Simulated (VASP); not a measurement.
A run of VASP 6.6.1:

File POSCAR:

```
BN
1.0
    2.5439500113      0.0000000000      0.0000000000
   -1.2719750056      2.2031253357      0.0000000000
    0.0000000000      0.0000000000      4.2078152881
B N
2 2
Direct
    0.3333333333      0.6666666667      0.0002034636
    0.6666666667      0.3333333333      0.5002034636
    0.3333333333      0.6666666667      0.3747965364
    0.6666666667      0.3333333333      0.8747965364
```

File INCAR.step1:

```
ALGO     = Normal         # electronic algorithm
EDIFF    = 1E-5           # SCF threshold, eV
ENCUT    = 1460           # plane-wave cutoff, eV
GGA      = PE             # functional
GGA_COMPAT= F            
ISMEAR   = -1             # smearing method
LASPH    = T              # aspherical terms in the spheres
LCHARG   = F              # write CHGCAR
LREAL    = F              # projectors in reciprocal space
LWAVE    = T              # write WAVECAR
NBANDS   = 16             # bands
NELM     = 120            # most SCF steps
PREC     = Accurate       # precision mode
SIGMA    = 0.02           # smearing width, eV
```

INCAR.step2

```
ALGO     = Normal         # electronic algorithm
EDIFF    = 1E-6           # SCF threshold, eV
ENCUT    = 1460           # plane-wave cutoff, eV
GGA_COMPAT= F            
ISIF     = 2              # what is computed and relaxed
ISMEAR   = -1             # smearing method
ISTART   = 1            
LASPH    = T              # aspherical terms in the spheres
LCHARG   = F              # write CHGCAR
LMIXTAU  = T            
LREAL    = F              # projectors in reciprocal space
LWAVE    = F              # write WAVECAR
METAGGA  = R2SCAN         # meta-GGA
NBANDS   = 16             # bands
NELM     = 120            # most SCF steps
PREC     = Accurate       # precision mode
SIGMA    = 0.02           # smearing width, eV
```

Contents of KPOINTS:

```
k-points
0
Gamma
  12 12 6
```

Potentials or basis: VASP PAW PBE potentials, release 64 (B_h, N_h).

The run is started by

```sh
$ cat potpaw_PBE.64/B_h/POTCAR potpaw_PBE.64/N_h/POTCAR > POTCAR
$ cp INCAR.step1 INCAR
$ mpirun -np 1 vasp_std > vasp.out
$ cp INCAR.step2 INCAR
$ mpirun -np 1 vasp_std > vasp.out
```

Hardware: 1 thread of Intel(R) Xeon(R) Platinum 8259CL CPU @ 2.50GHz (Skylake/Cascade Lake), on a shared host.

Task: How long does it take, and how much memory?

Result: Wall time 4.2 min on 1 thread of Intel(R) Xeon(R) Platinum 8259CL CPU @ 2.50GHz (Skylake/Cascade Lake) (shared host), peak memory 0.3 GiB. Counts: k points 76.
